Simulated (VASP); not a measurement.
# Pd (Pm-3m) in VASP: further runs, part 2 of 2

VASP 6.6.1.

## 3. Single point, RPBE, collinear spin, ferromagnetic start (volume scaled by 1.08)

INCAR

```
SYSTEM = Pd
ALGO = Normal
EDIFF = 1E-6
ENCUT = 520
GGA = RP
ISIF = 2
ISMEAR = -1
ISPIN = 2
LASPH = .True.
LCHARG = .False.
LMAXMIX = 4
LORBIT = 11
LREAL = .False.
LWAVE = .False.
MAGMOM = 0.5
NBANDS = 15
NELM = 150
PREC = Accurate
SIGMA = 0.05
```

KPOINTS

```
k-points
0
Gamma
  13 13 13
  0 0 0
```

POSCAR

```
Pd
1.0
    2.7121796966      0.0000000000      0.0000000000
    0.0000000000      2.7121796966      0.0000000000
    0.0000000000      0.0000000000      2.7121796966
Pd
1
Direct
    0.0000000000      0.0000000000      0.0000000000
```

Potentials or basis: VASP PAW PBE potentials, release 64 (Pd).

Started as:

```bash
> cat potpaw_PBE.64/Pd/POTCAR > POTCAR
> mpirun -np 1 vasp_std > vasp.out
```

Wall time 28 s (1 thread of Intel Xeon 6975P-C, shared host); peak memory 0.15 GiB.

The run converged. Its results:

```yaml
Free_energy: -4.1342 eV
Pressure: -6.8 GPa
Band_gap_on_the_k_mesh: zero (filled and empty bands overlap)
Net_moment: 0.00 μB per cell
Valence_electrons_inside_the_program's_atomic_spheres: Pd 9.19
```

Levels at points of the mesh, in eV from the Fermi level:
Spin up:
```
           k point  band 2  band 3  band 4  band 5  band 6  band 7  band 8  band 9
(0.00, 0.00, 0.00)   -3.77   -3.77   -0.04   -0.04   -0.04   15.67   15.67   15.67
```
Spin down:
```csv
k point,band 1,band 2,band 3,band 4,band 5,band 6,band 7,band 8,band 9,band 10
"(0.00, 0.00, 0.00)",-5.16,-3.77,-3.77,-0.04,-0.04,-0.04,15.67,15.67,15.67,21.32
```

Caveat: the cell differs from its parent crystal (volume scaled by 1.08); the PAW data sets were made with another functional, which shifts forces and pressure a little.

## 4. Single point, RPBE, collinear spin, ferromagnetic start (volume scaled by 1.12)

INCAR

```
PREC = Accurate
ENCUT = 520
EDIFF = 1E-6
ISMEAR = -1
SIGMA = 0.05
LREAL = False
LASPH = True
NELM = 150
ALGO = Normal
ISIF = 2
LWAVE = False
LCHARG = False
ISPIN = 2
MAGMOM = 0.5
LORBIT = 11
LMAXMIX = 4
GGA = RP
NBANDS = 15
```

KPOINTS

```
Automatic mesh
0
Gamma
  13 13 13
```

POSCAR

```
Pd
1.0
    2.7452583188      0.0000000000      0.0000000000
    0.0000000000      2.7452583188      0.0000000000
    0.0000000000      0.0000000000      2.7452583188
Pd
1
Direct
    0.0000000000      0.0000000000      0.0000000000
```

Started as:

```bash
> cat potpaw_PBE.64/Pd/POTCAR > POTCAR
> mpirun -np 1 vasp_std > vasp.out
```

Wall time 26 s (1 thread of Intel Xeon 6975P-C, shared host); peak memory 0.16 GiB.

It converged, with:

* Free energy: -4.0983 eV
* Pressure: -8.8 GPa
* Band gap on the k mesh: zero (filled and empty bands overlap)
* Net moment: 0.00 μB per cell
* Valence electrons inside the program's atomic spheres: Pd 9.15

Levels at points of the mesh, in eV from the Fermi level:
Spin up:
```
           k point  band 3  band 4  band 5  band 6  band 7  band 8
(0.00, 0.00, 0.00)   -3.57   -0.05   -0.05   -0.05   15.41   15.41
```
Spin down:
| k point | band 3 | band 4 | band 5 | band 6 | band 7 | band 8 |
| --- | --- | --- | --- | --- | --- | --- |
| (0.00, 0.00, 0.00) | -3.57 | -0.05 | -0.05 | -0.05 | 15.41 | 15.41 |

Caveat: the cell differs from its parent crystal (volume scaled by 1.12); the PAW data sets were made with another functional, which shifts forces and pressure a little.

## 5. Relaxation of cell and atoms, RPBE, collinear spin, ferromagnetic start

This run uses another cell than the first one, of 15.89 Å³/atom, 0.827 times its volume.

INCAR

```
SYSTEM = Pd
PREC     = Accurate       ! precision mode
ENCUT    = 600            ! plane-wave cutoff, eV
EDIFF    = 1E-6           ! SCF threshold, eV
ISMEAR   = -1             ! smearing method
SIGMA    = 0.05           ! smearing width, eV
LREAL    = .FALSE.        ! projectors in reciprocal space
LASPH    = .TRUE.         ! aspherical terms in the spheres
NELM     = 150            ! most SCF steps
ALGO     = Normal         ! electronic algorithm
ISIF     = 3              ! what is computed and relaxed
LWAVE    = .FALSE.        ! write WAVECAR
LCHARG   = .FALSE.        ! write CHGCAR
ISPIN    = 2              ! spin polarisation
MAGMOM   = 0.5            ! initial moments
LORBIT   = 11             ! projections on sites
LMAXMIX  = 4              ! l up to which the mixer works
GGA      = RP             ! functional
IBRION   = 2              ! ionic algorithm
NSW      = 80             ! ionic steps
EDIFFG   = -0.01          ! ionic threshold
```

KPOINTS

```
Automatic mesh
0
G
  12 12 12
  0 0 0
```

POSCAR

```
Pd
1.0
    2.5140960172      0.0000000000      0.0000000000
    0.0000000000      2.5140960172      0.0000000000
    0.0000000000      0.0000000000      2.5140960172
Pd
1
Direct
    0.0000000000      0.0000000000      0.0000000000
```

Started as:

```bash
> cat potpaw_PBE.64/Pd/POTCAR > POTCAR
> mpirun -np 1 vasp_std > vasp.out
```

Run time: 92 s. Hardware: 1 thread of Intel Xeon 6975P-C, shared host; peak memory 0.16 GiB.

Results (log left out):

```yaml
Free_energy: -4.1673 eV
Relaxed_volume: 18.42 Å³/atom
Relaxed_cell: a = 2.641 Å, b = 2.641 Å, c = 2.641 Å, α = 90.00°, β = 90.00°, γ = 90.00°
Space_group_after_relaxing_to_0.05_Å: Pm-3m (No. 221)
Energy_gained_by_relaxing: 157.7 meV/atom
Ionic_steps: 18
Pressure_after_relaxing: 0.0 GPa
Band_gap_on_the_k_mesh: zero (filled and empty bands overlap)
Net_moment: 0.00 μB per cell
Valence_electrons_inside_the_program's_atomic_spheres: Pd 9.30
```

Step by step:
```tsv
step	energy change (eV)	largest force (eV/Å)	pressure (GPa)	volume (Å³)
1	0.0000	0.0000	23.27	15.89
2	-0.0195	0.0000	-10.83	21.81
3	-0.1576	0.0000	-0.43	18.51
4	-0.1577	0.0000	-0.13	18.45
5	-0.1577	0.0000	0.19	18.40
6	-0.1577	0.0000	0.17	18.40
7	-0.1577	0.0000	0.16	18.40
8	-0.1577	0.0000	0.17	18.40
9	-0.1577	0.0000	0.17	18.40
10	-0.1577	0.0000	0.17	18.40
11	-0.1577	0.0000	0.17	18.40
12	-0.1577	0.0000	0.17	18.40
13	-0.1577	0.0000	0.16	18.40
14	-0.1577	0.0000	0.16	18.40
15	-0.1577	0.0000	0.14	18.40
16	-0.1577	0.0000	0.13	18.41
17	-0.1577	0.0000	0.09	18.41
18	-0.1577	0.0000	0.02	18.42
```

Final structure:
```
Pd
1.0
     2.64117    0.00000    0.00000
     0.00000    2.64117    0.00000
     0.00000    0.00000    2.64117
Pd
1
Cartesian
  2.6412 2.6412 2.6412
```

Levels at points of the mesh, in eV from the Fermi level:
Spin up:
| k point | band 3 | band 4 | band 5 | band 6 | band 7 | band 8 |
| --- | --- | --- | --- | --- | --- | --- |
| (0.00, 0.00, 0.00) | -4.21 | 0.01 | 0.01 | 0.01 | 16.27 | 16.27 |
| (0.50, 0.00, 0.00) | -1.42 | -1.42 | 0.15 | 0.60 | 4.69 | 18.23 |
| (0.50, 0.50, 0.00) | -1.15 | -1.15 | 1.08 | 5.56 | 5.56 | 11.12 |
| (0.50, 0.50, 0.50) | -3.58 | 1.17 | 1.17 | 10.98 | 10.98 | 10.98 |
Spin down:
```csv
k point,band 3,band 4,band 5,band 6,band 7,band 8
"(0.00, 0.00, 0.00)",-4.21,0.01,0.01,0.01,16.27,16.27
"(0.50, 0.00, 0.00)",-1.42,-1.42,0.15,0.60,4.69,18.23
"(0.50, 0.50, 0.00)",-1.15,-1.15,1.08,5.56,5.56,11.12
"(0.50, 0.50, 0.50)",-3.58,1.17,1.17,10.98,10.98,10.98
```

Caveat: the volume moved by over 15 % at a fixed basis, so the end points are rough; the PAW data sets were made with another functional, which shifts forces and pressure a little.

## 6. Single point, RPBE, collinear spin, ferromagnetic start

This run uses another cell than the first one, of 18.47 Å³/atom, 0.962 times its volume.

INCAR

```
SYSTEM = Pd
  PREC = Accurate
  ENCUT = 520
  EDIFF = 1E-6
  ISMEAR = -1
  SIGMA = 0.05
  LREAL = .FALSE.
  LASPH = .TRUE.
  NELM = 150
  ALGO = Normal
  ISIF = 2
  LWAVE = .FALSE.
  LCHARG = .FALSE.
  ISPIN = 2
  MAGMOM = 0.5
  LORBIT = 11
  LMAXMIX = 4
  GGA = RP
  NBANDS = 15
```

KPOINTS

```
regular mesh
0
G
  19 19 19
  0 0 0
```

POSCAR

```
Pd
1.0
    2.6434871807      0.0000000000      0.0000000000
    0.0000000000      2.6434871807      0.0000000000
    0.0000000000      0.0000000000      2.6434871807
Pd
1
Direct
    0.0000000000      0.0000000000      0.0000000000
```

Potentials or basis: VASP PAW PBE potentials, release 64 (Pd).

Started as:

```bash
> cat potpaw_PBE.64/Pd/POTCAR > POTCAR
> mpirun -np 1 vasp_std > vasp.out
```

Wall time 61 s (1 thread of Intel Xeon 6975P-C, shared host); peak memory 0.2 GiB.

It converged, with:

| Property | Result |
| --- | --- |
| Free energy | -4.1662 eV |
| Pressure | -0.2 GPa |
| Band gap on the k mesh | zero (filled and empty bands overlap) |
| Net moment | 0.00 μB per cell |
| Valence electrons inside the program's atomic spheres | Pd 9.30 |

Levels at points of the mesh, in eV from the Fermi level:
Spin up:
```tsv
k point	band 1	band 2	band 3	band 4	band 5	band 6	band 7	band 8	band 9	band 10
(0.00, 0.00, 0.00)	-5.65	-4.23	-4.23	-0.02	-0.02	-0.02	16.22	16.22	16.22	22.27
```
Spin down:
| k point | band 3 | band 4 | band 5 | band 6 | band 7 | band 8 |
| --- | --- | --- | --- | --- | --- | --- |
| (0.00, 0.00, 0.00) | -4.23 | -0.02 | -0.02 | -0.02 | 16.22 | 16.22 |

Caveat: the PAW data sets were made with another functional, which shifts forces and pressure a little.

## 7. Summary

```csv
task,cell,k mesh,cutoff (eV),gap on the mesh (eV),pressure (GPa),moment (μB)
single point,"a = 2.678 Å, 1 atom",13 × 13 × 13,520,none,-4.0,0.00
single point,"a = 2.712 Å, 1 atom",13 × 13 × 13,520,none,-6.8,0.00
single point,"a = 2.745 Å, 1 atom",13 × 13 × 13,520,none,-8.8,0.00
relaxation of cell and atoms,"relaxed from a = 2.514 Å, 1 atom",12 × 12 × 12,600,none,0.0,0.00
single point,"a = 2.643 Å, 1 atom",19 × 19 × 19,520,none,-0.2,0.00
```

Alike in all rows: level RPBE; potentials or basis VASP PAW PBE potentials, release 64 (Pd); spin collinear, ferromagnetic start; smearing fermi-dirac 0.05 eV.

Caveats: the PAW data sets were made with another functional, which shifts forces and pressure a little; the volume moved by over 15 % at a fixed basis, so the end points are rough (some runs).

Total energies depend on the potentials used, so only differences within one code and one set of settings carry meaning.
